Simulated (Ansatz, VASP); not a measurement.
# C: VASP beside Ansatz

File INCAR:

```
SYSTEM = C
  PREC = Accurate
  ENCUT = 520
  EDIFF = 1E-7
  ISMEAR = 0
  SIGMA = 0.05
  LREAL = .False.
  LASPH = .True.
  NELM = 100
  ALGO = Normal
  ISIF = 2
  LWAVE = .False.
  LCHARG = .False.
  GGA = CA
  NBANDS = 36
```

The input KPOINTS:

```
Automatic mesh
0
Gamma
  12 12 2
  0 0 0
```

File POSCAR:

```
C
1.0
    2.4340000000      0.0000000000      0.0000000000
   -1.2170000000      2.1079058328      0.0000000000
    0.0000000000      0.0000000000     12.7015000000
C
12
Direct
    0.0000000000      0.0000000000      0.1868599868
    0.0000000000      0.0000000000      0.6868599868
    0.0000000000      0.0000000000      0.3131400132
    0.0000000000      0.0000000000      0.8131400132
    0.3333333333      0.6666666667      0.5207718743
    0.6666666667      0.3333333333      0.0207718743
    0.3333333333      0.6666666667      0.9792281257
    0.6666666667      0.3333333333      0.4792281257
    0.3333333333      0.6666666667      0.6450609412
    0.6666666667      0.3333333333      0.1450609412
    0.3333333333      0.6666666667      0.8549390588
    0.6666666667      0.3333333333      0.3549390588
```

Input for Ansatz:

```yaml
crystal:
  lattice:
    - [2.434, 0.0, 0.0]
    - [-1.217, 2.1079058328, 0.0]
    - [0.0, 0.0, 12.7015]
  atoms:
    - { symbol: C, position: [0.0, 0.0, 0.1868599868] }
    - { symbol: C, position: [0.0, 0.0, 0.6868599868] }
    - { symbol: C, position: [0.0, 0.0, 0.3131400132] }
    - { symbol: C, position: [0.0, 0.0, 0.8131400132] }
    - { symbol: C, position: [0.3333333333, 0.6666666667, 0.5207718743] }
    - { symbol: C, position: [0.6666666667, 0.3333333333, 0.0207718743] }
    - { symbol: C, position: [0.3333333333, 0.6666666667, 0.9792281257] }
    - { symbol: C, position: [0.6666666667, 0.3333333333, 0.4792281257] }
    - { symbol: C, position: [0.3333333333, 0.6666666667, 0.6450609412] }
    - { symbol: C, position: [0.6666666667, 0.3333333333, 0.1450609412] }
    - { symbol: C, position: [0.3333333333, 0.6666666667, 0.8549390588] }
    - { symbol: C, position: [0.6666666667, 0.3333333333, 0.3549390588] }
basis:
  ecutwfc: 520.0
kpoints:
  mp_grid: { grid: [12, 12, 2] }
hamiltonian:
  xc: lda
  pseudopotentials: { kind: paw, azcp: { folder: soft_1 } }
scf:
  occupations: { method: gaussian, width: 0.05 }
output:
  forces: true
  stress: true
  eigenvalues: true
```

Alike in both runs: task single point; functional LDA; k mesh 12 × 12 × 2; occupations gaussian, width 0.05 eV; no spin polarisation.

|  | VASP | Ansatz |
| --- | --- | --- |
| version | VASP 6.6.1 | Ansatz 0.2.0 |
| potentials or method | VASP PAW LDA potentials, release 64 (C), cutoff 520 eV | scalar-relativistic, plane waves, PAW |
| valence electrons in the cell | 48 | 48 |

```csv
,VASP,Ansatz,Ansatz less VASP
gap on the k mesh at the Fermi level (eV),4.11,4.11,0.000
least direct gap on the mesh (eV),4.11,4.11,0.000
pressure (GPa),10.5,8.8,-1.78
"traceless stress, the component that is largest in VASP (GPa)",-47.06,-46.82,+0.240
rms of the force components (eV/Å),0.072,0.060,-0.0123
```

Ansatz warns that its potentials were made for another functional, while VASP's fit it. LDA's correlation is that of Perdew and Zunger in VASP and of Perdew and Wang (1992) in Ansatz. Atom by atom the forces differ by 0.013 eV/Å (rms over components).
